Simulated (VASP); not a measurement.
# Ga in VASP: further runs

The runs below take Ga through single point, with r2SCAN, LDA.

All numbers are computed with VASP 6.6.1; they aren't measurements. Logs are shortened: lines on timing, memory, paths and dates and some standing lists are left out, and cuts for length are marked.

## Step 1: The cell of the first run

The typed cell holds 2 atoms: a = 2.778 Å, b = 3.282 Å, c = 4.210 Å, α = 90.00°, β = 108.61°, γ = 90.00°.

## Step 2: Single point, r2SCAN

Input file POSCAR:

```
Ga
1.0
    2.7784220849      0.0000000000      0.0000000000
    0.0000000000      3.2816087900      0.0000000000
   -1.3434310986      0.0000000000      3.9902731763
Ga
2
Direct
    0.1313560000      0.7476030000      0.7672330000
    0.8576800000      0.2572700000      0.2275200000
```

Input file INCAR.step1:

```
SYSTEM = Ga
PREC     = Accurate       ! precision mode
ENCUT    = 520            ! plane-wave cutoff, eV
ISMEAR   = 0              ! smearing method
SIGMA    = 0.05           ! smearing width, eV
LREAL    = .False.        ! projectors in reciprocal space
LASPH    = .True.         ! aspherical terms in the spheres
NELM     = 80             ! most SCF steps
NBANDS   = 20             ! bands
GGA      = PE             ! functional
ALGO     = Normal         ! electronic algorithm
EDIFF    = 1E-4           ! SCF threshold, eV
LWAVE    = .True.         ! write WAVECAR
LCHARG   = .False.        ! write CHGCAR
```

Input file INCAR.step2:

```
SYSTEM = Ga
PREC     = Accurate       ! precision mode
ENCUT    = 520            ! plane-wave cutoff, eV
EDIFF    = 1E-6           ! SCF threshold, eV
ISMEAR   = 0              ! smearing method
SIGMA    = 0.05           ! smearing width, eV
LREAL    = .False.        ! projectors in reciprocal space
LASPH    = .True.         ! aspherical terms in the spheres
NELM     = 80             ! most SCF steps
ALGO     = Normal         ! electronic algorithm
ISIF     = 2              ! what is computed and relaxed
LWAVE    = .False.        ! write WAVECAR
LCHARG   = .False.        ! write CHGCAR
METAGGA  = R2SCAN         ! meta-GGA
LMIXTAU  = .True.       
NBANDS   = 20             ! bands
ISTART   = 1
```

Input file KPOINTS:

```
regular mesh
0
Gamma
  7 6 5
  0 0 0
```

Potentials or basis: VASP PAW PBE potentials, release 64 (Ga_d).

Command:

```sh
$ cat potpaw_PBE.64/Ga_d/POTCAR > POTCAR
$ cp INCAR.step1 INCAR
$ mpirun -np 1 vasp_std > vasp.out
$ cp INCAR.step2 INCAR
$ mpirun -np 1 vasp_std > vasp.out
```

OUTCAR:

```text
SYSTEM = Ga
   PREC = Accurate
   ENCUT = 520
   EDIFF = 1E-6
   ISMEAR = 0
   LREAL = .False.
   LASPH = .True.
   NELM = 80
   ISIF = 2
   METAGGA = R2SCAN
   ISTART = 1

 ion  position               nearest neighbor table
   1  0.131  0.748  0.767-   2 2.69   2 2.73   2 2.80   2 2.81   2 2.84   2 2.85
   2  0.858  0.257  0.228-   1 2.69   1 2.73   1 2.80   1 2.81   1 2.84   1 2.85

  LATTYP: Found a simple monoclinic cell.
 ALAT       =     2.7784220849
 B/A-ratio  =     1.1811052064
 C/A-ratio  =     1.5153762184
 COS(beta)  =    -0.3190778872

  Lattice vectors:

 A1 = (   2.7784220849,   0.0000000000,   0.0000000000)
 A2 = (   0.0000000000,   3.2816087900,   0.0000000000)
 A3 = (  -1.3434310986,   0.0000000000,   3.9902731763)

Analysis of symmetry for initial positions (statically):
=====================================================================
 Subroutine PRICEL returns:
 Original cell was already a primitive cell.

 Routine SETGRP: Setting up the symmetry group for a
 simple monoclinic supercell.

 Subroutine GETGRP returns: Found  2 space group operations
 (whereof  1 operations were pure point group operations)
 out of a pool of  4 trial point group operations.

The static configuration has the point symmetry C_1 .
 The point group associated with its full space group is S_2 .

Analysis of symmetry for dynamics (positions and initial velocities):
=====================================================================
 Subroutine PRICEL returns:
 Original cell was already a primitive cell.

 Routine SETGRP: Setting up the symmetry group for a
 simple monoclinic supercell.

 Subroutine GETGRP returns: Found  2 space group operations
 (whereof  1 operations were pure point group operations)
 out of a pool of  4 trial point group operations.

The dynamic configuration has the point symmetry C_1 .
 The point group associated with its full space group is S_2 .

 Subroutine INISYM returns: Found  2 space group operations
 (whereof  1 operations are pure point group operations),
 and found     1 'primitive' translations

----------------------------------------------------------------------------------------

                                     Primitive cell

  volume of cell :      36.3821

  direct lattice vectors                    reciprocal lattice vectors
     2.778422085  0.000000000  0.000000000     0.359916517  0.000000000  0.121175424
     0.000000000  3.281608790  0.000000000     0.000000000  0.304728584  0.000000000
    -1.343431099  0.000000000  3.990273176     0.000000000  0.000000000  0.250609408

  length of vectors
     2.778422085  3.281608790  4.210354752     0.379767538  0.304728584  0.250609408

  position of ions in fractional coordinates (direct lattice)
     0.131356000  0.747603000  0.767233000
     0.857680000  0.257270000  0.227520000

  ion indices of the primitive-cell ions
   primitive index   ion index
                 1           1
                 2           2

----------------------------------------------------------------------------------------

 KPOINTS: regular mesh

Automatic generation of k-mesh.
 Grid dimensions read from file:
 generate k-points for:    7    6    5

 Generating k-lattice:

  Cartesian coordinates                     Fractional coordinates (reciprocal lattice)
     0.051416645  0.000000000  0.017310775     0.142857143  0.000000000  0.000000000
     0.000000000  0.050788097  0.000000000     0.000000000  0.166666667  0.000000000
     0.000000000  0.000000000  0.050121882     0.000000000  0.000000000  0.200000000

  Length of vectors
     0.054252505  0.050788097  0.050121882

  Shift w.r.t. Gamma in fractional coordinates (k-lattice)
     0.000000000  0.000000000  0.000000000

 Subroutine IBZKPT returns following result:
 ===========================================

 Found    106 irreducible k-points:

 Following reciprocal coordinates:
            Coordinates               Weight
  0.000000  0.000000  0.000000      1.000000
  0.142857  0.000000 -0.000000      2.000000
  0.285714  0.000000 -0.000000      2.000000
  0.428571  0.000000 -0.000000      2.000000
  0.000000  0.166667  0.000000      2.000000
  0.142857  0.166667 -0.000000      2.000000
[... 16 lines left out ...]
  0.000000  0.000000  0.200000      2.000000
  0.142857  0.000000  0.200000      2.000000
 [... further k-points ...]
   k-points           NKPTS =    106   k-points in BZ     NKDIM =    106   number of bands    NBANDS=     20
   number of dos      NEDOS =    301   number of ions     NIONS =      2
   total plane-waves  NPLWV =  18432
   dimension x,y,z NGX =    24 NGY =   24 NGZ =   32
   dimension x,y,z NGXF=    48 NGYF=   48 NGZF=   64
   ions per type =               2
   NGX,Y,Z   is equivalent  to a cutoff of  14.36, 12.16, 12.64 a.u.
   NGXF,Y,Z  is equivalent  to a cutoff of  28.72, 24.32, 25.27 a.u.
 SYSTEM =  Ga
   PREC   = accura    normal or accurate (medium, high low for compatibility)
   ISTART =      1    job   : 0-new  1-cont  2-samecut
   ICHARG =      0    charge: 1-file 2-atom 10-const
   ISPIN  =      1    spin polarized calculation?
   LNONCOLLINEAR =      F non collinear calculations
   LSORBIT =      F    spin-orbit coupling
   LASPH  =      T    aspherical Exc in radial PAW
   ENCUT  =  520.0 eV  38.22 Ry    6.18 a.u.   5.17  6.10  7.83*2*pi/ulx,y,z
   NELM   =     80;   NELMIN=  2; NELMDL=  0     # of ELM steps
   EDIFF  = 0.1E-05   stopping-criterion for ELM
   LREAL  =      F    real-space projection
   EDIFFG = 0.1E-04   stopping-criterion for IOM
   NSW    =      0    number of steps for IOM
   IBRION =     -1    ionic relax: 0-MD 1-quasi-New 2-CG
   NFREE  =      0    steps in history (QN), initial steepest desc. (CG)
   ISIF   =      2    stress and relaxation
   ISYM   =      2    0-nonsym 1-usesym 2-fastsym
   POTIM  = 0.5000    time-step for ionic-motion
   TEBEG  =    0.0;   TEEND  =   0.0 temperature during run
   PSTRESS=    0.0 pullay stress
   NELECT =      26.0000    total number of electrons
   NUPDOWN=      -1.0000    fix difference up-down
   EMIN   =  10.00;   EMAX   =-10.00  energy-range for DOS
   EFERMI =   0.00;   METHOD = LEGACY
   ISMEAR =     0;   SIGMA  =   0.05  broadening in eV -4-tet -1-fermi 0-gaus
   EFERMI_NEDOS =   21; number of points for ismear=-14 and -15
   IALGO  =     38    algorithm
   IMIX   =      4    mixing-type and parameters
     AMIX     =   0.40;   BMIX     =  1.00
     AMIX_MAG =   1.60;   BMIX_MAG =  1.00
  volume/ion in A,a.u.               =      18.19       122.76
  Fermi-wavevector in a.u.,A,eV,Ry     =   1.463648  2.765894 29.147302  2.142266
  Thomas-Fermi vector in A             =   2.579718
   LORBIT       =      0    0 simple, 1 ext, 2 COOP (PROOUT), +10 PAW based schemes
   METAGGA = R2SCAN    functional components
   LHFCALC =     F    Hartree Fock is set to
   AEXX    =    0.0000 exact exchange contribution
   IVDW    =     0    specifies the selected vdW correction
   LEPSILON=     F    determine dielectric tensor
   LRPA    =     F    only Hartree local field effects (RPA)
 non-spin polarized calculation
 Gauss-broadening in eV      SIGMA  =   0.05
  energy-cutoff  :      520.00
  volume of cell :       36.38
 maximum number of plane-waves:      1000
 NGX is ok and might be reduce to    24
   NGX = 11   NGY = 13   NGZ = 15

 number of electron      26.0000003 magnetization

 Free energy of the ion-electron system (eV)
  ---------------------------------------------------
  ext. energy  EPLUGINS =         0.00000000
  ---------------------------------------------------
  free energy    TOTEN  =       -22.67427350 eV

  energy without entropy =      -22.67271912  energy(sigma->0) =      -22.67349631

 E-fermi :   5.8395     XC(G=0): -12.2572

 val. band max:        5.8209733516   @ k =  -0.1429   0.3333   0.4000
 cond. band min:       5.8579966830   @ k =  -0.1429   0.1667   0.4000
 fundamental gap:      0.0370233314
 Fermi energy:         5.8395365416

 k-point     1 :       0.0000    0.0000    0.0000
  band No.  band energies     occupation
      1      -9.9914      2.00000
      2      -9.9831      2.00000
      3      -9.9181      2.00000
      4      -9.9079      2.00000
      5      -9.6448      2.00000
      6      -9.6296      2.00000
[... 12 lines left out ...]
     19      17.4243      0.00000
     20      19.3494      0.00000

 k-point     2 :       0.1429    0.0000   -0.0000
  band No.  band energies     occupation
      1      -9.9676      2.00000
      2      -9.9594      2.00000
      3      -9.8823      2.00000
      4      -9.8272      2.00000
      5      -9.6765      2.00000
      6      -9.6633      2.00000
[... 12 lines left out ...]
     19      18.0157      0.00000
     20      21.1361      0.00000

 k-point     3 :       0.2857    0.0000   -0.0000
  band No.  band energies     occupation
      1      -9.9359      2.00000
      2      -9.9064      2.00000
      3      -9.8079      2.00000
      4      -9.7762      2.00000
      5      -9.7549      2.00000
      6      -9.6484      2.00000
[... 12 lines left out ...]
     19      18.3762      0.00000
     20      20.9122      0.00000

 k-point     4 :       0.4286    0.0000   -0.0000
  band No.  band energies     occupation
      1      -9.9155      2.00000
      2      -9.9042      2.00000
      3      -9.8304      2.00000
      4      -9.8075      2.00000
      5      -9.7853      2.00000
      6      -9.6604      2.00000
[... 12 lines left out ...]
     19      16.6009      0.00000
     20      19.0763      0.00000

 k-point     5 :       0.0000    0.1667    0.0000
  band No.  band energies     occupation
      1     -10.0068      2.00000
      2      -9.9413      2.00000
      3      -9.9109      2.00000
      4      -9.8697      2.00000
      5      -9.6819      2.00000
      6      -9.6738      2.00000
[... 12 lines left out ...]
     19      16.9601      0.00000
     20      19.2557      0.00000

 k-point     6 :       0.1429    0.1667   -0.0000
  band No.  band energies     occupation
      1      -9.9784      2.00000
      2      -9.9136      2.00000
      3      -9.8642      2.00000
      4      -9.8151      2.00000
      5      -9.7295      2.00000
      6      -9.6902      2.00000
[... 12 lines left out ...]
     19      16.1888      0.00000
     20      21.5421      0.00000

 k-point     7 :      -0.1429    0.1667    0.0000
  band No.  band energies     occupation
      1      -9.9773      2.00000
      2      -9.9131      2.00000
      3      -9.8722      2.00000
      4      -9.8083      2.00000
      5      -9.7331      2.00000
      6      -9.6848      2.00000
[... 12 lines left out ...]
     19      16.2809      0.00000
     20      21.5207      0.00000
[... 277 lines left out ...]
 k-point    20 :       0.1429    0.5000   -0.0000
  band No.  band energies     occupation
      1      -9.9384      2.00000
      2      -9.9324      2.00000
      3      -9.7768      2.00000
      4      -9.7740      2.00000
      5      -9.7170      2.00000
      6      -9.7108      2.00000
[... 12 lines left out ...]
     19      17.8816      0.00000
     20      17.9704      0.00000

 k-point    21 :       0.2857    0.5000   -0.0000
  band No.  band energies     occupation
      1      -9.9331      2.00000
      2      -9.9310      2.00000
      3      -9.8152      2.00000
      4      -9.8114      2.00000
      5      -9.6676      2.00000
      6      -9.6623      2.00000
[... 12 lines left out ...]
     19      14.8435      0.00000
     20      14.9584      0.00000

 k-point    22 :       0.4286    0.5000   -0.0000
  band No.  band energies     occupation
      1      -9.9458      2.00000
      2      -9.9446      2.00000
      3      -9.8859      2.00000
      4      -9.8848      2.00000
      5      -9.6441      2.00000
      6      -9.6422      2.00000
[... 12 lines left out ...]
     19      16.6992      0.00000
     20      16.8227      0.00000

 k-point    23 :       0.0000    0.0000    0.2000
  band No.  band energies     occupation
      1     -10.0091      2.00000
      2      -9.9410      2.00000
      3      -9.9205      2.00000
      4      -9.8415      2.00000
      5      -9.6800      2.00000
      6      -9.6567      2.00000
[... 12 lines left out ...]
     19      17.8666      0.00000
     20      18.5370      0.00000

 k-point    24 :       0.1429    0.0000    0.2000
  band No.  band energies     occupation
      1      -9.9627      2.00000
      2      -9.9014      2.00000
      3      -9.8794      2.00000
      4      -9.7576      2.00000
      5      -9.7221      2.00000
      6      -9.7031      2.00000
[... 12 lines left out ...]
     19      16.6415      0.00000
     20      22.0874      0.00000

 [... further k-points ...]

------------------------ aborting loop because EDIFF is reached ----------------------------------------

  FORCE on cell =-STRESS in cart. coord.  units (eV):
  Direction    XX          YY          ZZ          XY          YZ          ZX
  --------------------------------------------------------------------------------------
  -------------------------------------------------------------------------------------
  Total        0.1297232      0.2217539     -0.4084777     -0.0011792     -0.0163937     -0.1968476
  in kB        5.7126899      9.7654927    -17.9883498     -0.0519298     -0.7219367     -8.6686830
  external PRESSURE =      -0.8367224 kB  Pullay stress =       0.0000000 kB

 VOLUME and BASIS-vectors are now :
 -----------------------------------------------------------------------------
  energy-cutoff  :      520.00
  volume of cell :       36.38
      direct lattice vectors                 reciprocal lattice vectors
     2.778422085  0.000000000  0.000000000     0.359916517  0.000000000  0.121175424
     0.000000000  3.281608790  0.000000000     0.000000000  0.304728584  0.000000000
    -1.343431099  0.000000000  3.990273176     0.000000000  0.000000000  0.250609408

 POSITION                                       TOTAL-FORCE (eV/Angst)
 -----------------------------------------------------------------------------------
     -0.66576      2.45334      3.06147        -0.004081      0.060243     -0.111588
      2.07734      0.84426      0.90787         0.004081     -0.060243      0.111588
 -----------------------------------------------------------------------------------
    total drift:                                0.000131     -0.000319      0.000298

  FREE ENERGIE OF THE ION-ELECTRON SYSTEM (eV)
  ---------------------------------------------------
  free  energy   TOTEN  =       -22.6742734999 eV

  energy  without entropy=      -22.6727191234  energy(sigma->0) =      -22.67349631
```

Run time: 59 s. Hardware: 1 thread of Intel Xeon 6975P-C (Granite Rapids), shared host; peak memory 0.19 GiB.

What came out:

```yaml
Free_energy: -22.6743 eV
Pressure: -0.1 GPa
Largest_force: 0.127 eV/Å
Band_gap_on_the_k_mesh: zero (bands 13 and 14 overlap by 7.71 eV)
```

Forces on the atoms (eV/Å):
```
Ga  -0.004  0.060 -0.112
Ga   0.004 -0.060  0.112
```

Caveat: the PAW data sets were made with another functional, which shifts forces and pressure a little.

## Step 3: Single point, r2SCAN

POSCAR is that of step 2.

Input file INCAR.step1:

```
ALGO = Normal
EDIFF = 1E-4
ENCUT = 520
GGA = PE
ISMEAR = 0
LASPH = T
LCHARG = F
LREAL = F
LWAVE = T
NBANDS = 20
NELM = 100
PREC = Accurate
SIGMA = 0.05
```

Input file INCAR.step2:

```
ALGO = Normal
EDIFF = 1E-6
ENCUT = 520
ISIF = 2
ISMEAR = 0
ISTART = 1
LASPH = T
LCHARG = F
LMIXTAU = T
LREAL = F
LWAVE = F
METAGGA = R2SCAN
NBANDS = 20
NELM = 100
PREC = Accurate
SIGMA = 0.05
```

Input file KPOINTS:

```
k-points
0
Gamma
  7 6 5
```

Potentials or basis: VASP PAW PBE potentials, release 64 (Ga_d).

Command:

```sh
$ cat potpaw_PBE.64/Ga_d/POTCAR > POTCAR
$ cp INCAR.step1 INCAR
$ mpirun -np 1 vasp_std > vasp.out
$ cp INCAR.step2 INCAR
$ mpirun -np 1 vasp_std > vasp.out
```

Wall time 58 s (1 thread of Intel Xeon 6975P-C (Granite Rapids), shared host); peak memory 0.19 GiB.

The run converged. Its results:

```yaml
Free_energy: -22.6743 eV
Pressure: -0.1 GPa
Largest_force: 0.127 eV/Å
Band_gap_on_the_k_mesh: zero (bands 13 and 14 overlap by 7.71 eV)
```

Forces on the atoms (eV/Å):
```
Ga  -0.004  0.060 -0.112
Ga   0.004 -0.060  0.112
```

Stress tensor (GPa, compression positive):
```
 0.57 -0.01 -0.87
-0.01  0.98 -0.07
-0.87 -0.07 -1.80
```

Levels at points of the mesh, in eV from the Fermi level:
```tsv
k point	band 9	band 10	band 11	band 12	band 13	band 14	band 15	band 16	band 17	band 18
(0.00, 0.00, 0.00)	-15.41	-15.27	-12.08	-2.39	-1.46	1.77	5.92	9.60	10.80	11.16
(0.00, 0.50, 0.00)	-15.33	-15.33	-8.39	-8.23	1.55	1.76	2.84	2.87	12.05	12.11
```

Caveat: the PAW data sets were made with another functional, which shifts forces and pressure a little.

## Step 4: Single point, LDA

This run uses another cell than the first one, of 17.10 Å³/atom.

Input file INCAR:

```
  PREC = Accurate
  ENCUT = 520
  EDIFF = 1E-6
  ISMEAR = -1
  SIGMA = 0.05
  LREAL = False
  LASPH = True
  NELM = 60
  ALGO = Normal
  ISIF = 2
  LWAVE = False
  LCHARG = False
  NBANDS = 20
```

Input file KPOINTS:

```
regular mesh
0
Gamma
  10 8 7
```

Input file POSCAR:

```
Ga
1.0
    2.7217036785      0.0000000000      0.0000000000
    0.0000000000      3.2146183849      0.0000000000
   -1.3160064422      0.0000000000      3.9088161735
Ga
2
Direct
    0.1345962700      0.7500000000      0.7701668300
    0.8654037300      0.2500000000      0.2298331700
```

Potentials or basis: VASP PAW LDA potentials, release 64 (Ga_d).

Command:

```sh
$ cat potpaw_LDA.64/Ga_d/POTCAR > POTCAR
$ mpirun -np 1 vasp_std > vasp.out
```

It took 26 s on 1 thread of Intel Xeon 6975P-C (Granite Rapids), shared host; peak memory 0.2 GiB.

Results (log left out):

| Property | Result |
| --- | --- |
| Free energy | -7.1749 eV |
| Pressure | 1.1 GPa |
| Largest force | 0.089 eV/Å |
| Band gap on the k mesh | zero (bands 13 and 14 overlap by 8.71 eV) |

Forces on the atoms (eV/Å):
```
Ga  -0.010  0.000 -0.088
Ga   0.010  0.000  0.088
```

Stress tensor (GPa, compression positive):
```
 1.69  0.00 -0.43
 0.00  0.32  0.00
-0.43  0.00  1.22
```

Levels at points of the mesh, in eV from the Fermi level:
| k point | band 9 | band 10 | band 11 | band 12 | band 13 | band 14 | band 15 | band 16 | band 17 | band 18 |
| --- | --- | --- | --- | --- | --- | --- | --- | --- | --- | --- |
| (0.00, 0.00, 0.00) | -14.92 | -14.76 | -11.91 | -2.26 | -1.35 | 1.81 | 5.83 | 9.54 | 10.75 | 11.06 |
| (0.50, 0.00, 0.00) | -14.82 | -14.80 | -6.46 | -5.57 | -1.53 | 0.29 | 6.41 | 6.88 | 9.06 | 9.69 |
| (0.00, 0.50, 0.00) | -14.83 | -14.83 | -8.16 | -8.16 | 1.76 | 1.76 | 2.82 | 2.82 | 12.02 | 12.02 |
| (0.50, 0.50, 0.00) | -14.79 | -14.79 | -3.00 | -3.00 | -1.80 | -1.80 | 2.21 | 2.21 | 4.76 | 4.76 |
